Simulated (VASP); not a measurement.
Write the native input for VASP 6.6.1 that does the following.

- Task: single point
- Functional: PBEsol
- Potentials or basis: VASP PAW PBE potentials, release 64 (Si, Zr_sv, O)
- Cutoff: 600 eV
- k mesh: 4 × 4 × 4
- Occupations: gaussian, width 0.1 eV
- Spin: no spin polarisation
- Dipole correction: no
- Further INCAR settings: ALGO = Normal; EDIFF = 1e-06; NBANDS = 56

The structure of Zr3SiO8 lies in POSCAR:

```
Zr3SiO8
1.0
    3.5396204133      3.5396204133      0.0000000000
   -3.5396204133      3.5396204133      0.0000000000
    0.0000000000      0.0000000000      5.0151863331
Si Zr O
1 3 8
Direct
    0.0000000000      0.5000000000      0.5000000000
    0.5000000000      0.0000000000      0.5000000000
    0.0000000000      0.0000000000      0.0000000000
    0.5000000000      0.5000000000      0.0000000000
    0.1938655817      0.3061344183      0.6934391087
    0.8061344183      0.6938655817      0.6934391087
    0.3040886307      0.8040886307      0.8042401248
    0.6959113693      0.1959113693      0.8042401248
    0.1938655817      0.6938655817      0.3065608913
    0.8061344183      0.3061344183      0.3065608913
    0.3040886307      0.1959113693      0.1957598752
    0.6959113693      0.8040886307      0.1957598752
```

One way to write it, as run:

INCAR

```
SYSTEM = Zr3SiO8
ALGO = Normal
EDIFF = 1E-6
ENCUT = 600
GGA = PS
GGA_COMPAT = .False.
ISIF = 2
ISMEAR = 0
LASPH = .True.
LCHARG = .False.
LREAL = .False.
LWAVE = .False.
NBANDS = 56
NELM = 120
PREC = Accurate
SIGMA = 0.1
```

KPOINTS

```
k-points
0
Gamma
  4 4 4
  0 0 0
```

Potentials or basis: VASP PAW PBE potentials, release 64 (Si, Zr_sv, O).

The run is started by

```sh
$ cat potpaw_PBE.64/Si/POTCAR potpaw_PBE.64/Zr_sv/POTCAR potpaw_PBE.64/O/POTCAR > POTCAR
$ mpirun -np 1 vasp_std > vasp.out
```

Results of the run:

```yaml
Pressure: 0.2 GPa
Largest_force: 0.054 eV/Å
Band_gap_on_the_k_mesh: 3.92 eV (least direct gap 3.97 eV)
```

Caveat: the PAW data sets were made with another functional, which shifts forces and pressure a little.

Run time: 4.1 min on 1 thread of Oxide Virtual Turin-like Processor (shared host), peak memory 0.27 GiB.
